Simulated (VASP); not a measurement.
Set up this calculation in VASP 6.6.1, as the native input.

| Quantity | Value |
| --- | --- |
| Task | single point |
| Functional | PBEsol |
| Potentials or basis | VASP PAW PBE potentials, release 64 (Ti_sv) |
| Cutoff | 500 eV |
| k mesh | 7 × 7 × 4 |
| Occupations | methfessel-paxton, width 0.05 eV |
| Spin | no spin polarisation |
| Dipole correction | no |
| Further INCAR settings | ALGO = Normal; EDIFF = 1e-06; NBANDS = 19 |

The structure of Ti lies in POSCAR:

```
Ti
1.0
    2.8872320769      0.0000000000      0.0000000000
   -1.4436160385      2.5004163252      0.0000000000
    0.0000000000      0.0000000000      4.6377842568
Ti
2
Direct
    0.3333333333      0.6666666667      0.2500000000
    0.6666666667      0.3333333333      0.7500000000
```

One way to write it, as run:

INCAR

```
SYSTEM = Ti
ALGO = Normal ; EDIFF = 1E-6
ENCUT = 500 ; GGA = PS
GGA_COMPAT = .FALSE. ; ISIF = 2
ISMEAR = 1 ; LASPH = .TRUE.
LCHARG = .FALSE. ; LREAL = .FALSE.
LWAVE = .FALSE. ; NBANDS = 19
NELM = 120 ; PREC = Accurate
SIGMA = 0.05
```

KPOINTS

```
k-points
0
G
  7 7 4
  0 0 0
```

Potentials or basis: VASP PAW PBE potentials, release 64 (Ti_sv).

Run with:

```console
$ cat potpaw_PBE.64/Ti_sv/POTCAR > POTCAR
$ mpirun -np 1 vasp_std > vasp.out
```

It gave:

- Pressure: -0.3 GPa
- Band gap on the k mesh: zero (bands 12 and 13 overlap by 1.00 eV)

Caveat: the PAW data sets were made with another functional, which shifts forces and pressure a little.

It took 17 s on 1 thread of AMD EPYC 7R43 64-Core Processor (Zen 3), with other jobs on the host, peak memory 0.11 GiB.
